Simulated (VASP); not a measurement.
H21ClO10, 32 atoms in the cell. The cell holds an amorphous packing of atoms, 32 atoms: a = 7.699 Å, b = 7.699 Å, c = 7.699 Å, α = 90.00°, β = 90.00°, γ = 90.00°. 

| Quantity | Value |
| --- | --- |
| Program | VASP 6.6.1 |
| Task | single point |
| Functional | PBE |
| Potentials or basis | VASP PAW PBE potentials, release 64 (O, H, Cl) |
| Cutoff | 520 eV |
| k mesh | 1 × 1 × 1 |
| Occupations | fermi-dirac, width 0.05 eV |
| Spin | no spin polarisation |
| Dipole correction | no |
| Further INCAR settings | LREAL = Auto; ALGO = Normal; EDIFF = 1e-06; NBANDS = 66 |

Potentials or basis: VASP PAW PBE potentials, release 64 (O, H, Cl).

Command:

```console
$ cat potpaw_PBE.64/O/POTCAR potpaw_PBE.64/H/POTCAR potpaw_PBE.64/Cl/POTCAR > POTCAR
$ mpirun -np 1 vasp_gam > vasp.out
```

Hardware: 1 thread of AMD EPYC 7R43 64-Core Processor (Zen 3), on a shared host.

**Question.** Estimate the wall time of this run.

**Answer.** It took 54 s on 1 thread of AMD EPYC 7R43 64-Core Processor (Zen 3) (shared host), peak memory 0.41 GiB. Counts: scf iterations 17, k points 1.
